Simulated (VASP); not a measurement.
Write the native input for VASP 6.6.1 that does the following.

```
Task                               : single point
Functional                         : HSE06
Potentials or basis                : VASP PAW PBE potentials, release 64 (Cu, Cl)
Cutoff                             : 520 eV
k mesh                             : 4 × 4 × 4
Occupations                        : fermi-dirac, width 0.05 eV
Spin                               : no spin polarisation
Dipole correction                  : no
Grid for exact exchange (PRECFOCK) : Normal
Further INCAR settings             : ALGO = Normal; EDIFF = 1e-06; NBANDS = 16
Share of exact exchange            : 0.25
Screening parameter                : 0.2079 1/Å
```

CuCl (zinc blende type):

```xyz
2
Lattice="0.0000 2.6641 2.6641 2.6641 0.0000 2.6641 2.6641 2.6641 0.0000" Properties=species:S:1:pos:R:3 pbc="T T T"
Cu    0.0000    0.0000    0.0000
Cl    1.3320    1.3320    1.3320
```

These files were run (other wordings do the same):

POSCAR

```
CuCl
1.0
    0.0000000000      2.6640589215      2.6640589215
    2.6640589215      0.0000000000      2.6640589215
    2.6640589215      2.6640589215      0.0000000000
Cu Cl
1 1
Direct
    0.0000000000      0.0000000000      0.0000000000
    0.2500000000      0.2500000000      0.2500000000
```

INCAR.step1

```
SYSTEM = CuCl
PREC = Accurate ; ENCUT = 520
EDIFF = 1E-5 ; ISMEAR = -1
SIGMA = 0.05 ; LREAL = .FALSE.
LASPH = .TRUE. ; NELM = 120
ALGO = Normal ; ISIF = 2
LWAVE = .TRUE. ; LCHARG = .FALSE.
NBANDS = 16 ; GGA = PE
GGA_COMPAT = .FALSE.
```

INCAR.step2

```
SYSTEM = CuCl
PREC = Accurate ; ENCUT = 520
EDIFF = 1E-6 ; ISMEAR = -1
SIGMA = 0.05 ; LREAL = .FALSE.
LASPH = .TRUE. ; NELM = 120
ALGO = Normal ; ISIF = 2
LWAVE = .FALSE. ; LCHARG = .FALSE.
GGA = PE ; LHFCALC = .TRUE.
HFSCREEN = 0.2079 ; PRECFOCK = Normal
NBANDS = 16 ; ISTART = 1
GGA_COMPAT = .FALSE.
```

KPOINTS

```
regular mesh
0
G
  4 4 4
  0 0 0
```

Potentials or basis: VASP PAW PBE potentials, release 64 (Cu, Cl).

Run with:

```console
$ cat potpaw_PBE.64/Cu/POTCAR potpaw_PBE.64/Cl/POTCAR > POTCAR
$ cp INCAR.step1 INCAR
$ mpirun -np 1 vasp_std > vasp.out
$ cp INCAR.step2 INCAR
$ mpirun -np 1 vasp_std > vasp.out
```

It gave:

- Pressure: 3.5 GPa
- Band gap on the k mesh: 2.40 eV

Caveat: the k points lie up to 0.51 Å⁻¹ apart; the PAW data sets were made with another functional, which shifts forces and pressure a little.

Wall time 12 min on 1 thread of Intel Xeon 8259CL (shared host), peak memory 0.26 GiB.
